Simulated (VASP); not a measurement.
Crystal: Cd2S.

```
Cd S
1.0
     3.96267    0.00000    0.00000
    -1.98134    3.43177    0.00000
     0.00000    0.00000    5.80919
Cd S
2 1
Direct
  0.33333 0.66667 0.93272
  0.66667 0.33333 0.57873
  0.33333 0.66667 0.36571
```

Base run:

* Program: VASP 6.6.1
* Functional: PBEsol
* Potentials or basis: VASP PAW PBE potentials, release 64 (Cd, S)
* Cutoff: 520 eV
* k mesh: 8 × 8 × 5
* Occupations: fermi-dirac, width 0.05 eV
* Spin: no spin polarisation

Its results: band gap on the k mesh 0.22 eV, indirect (least direct gap 0.56 eV); pressure -2.7 GPa; largest force 0.119 eV/Å.

The run is repeated on the same cell with these changes: functional from PBEsol to PBE. What comes out?

Band gap on the k mesh 0.23 eV, indirect (least direct gap 0.57 eV); pressure 0.1 GPa; largest force 0.053 eV/Å.

PBE binds less tightly than PBEsol, so the same cell stands under more pressure.

Caveats: the PAW data sets were made with another functional, which shifts forces and pressure a little (some runs).

A k mesh can miss the band edges.
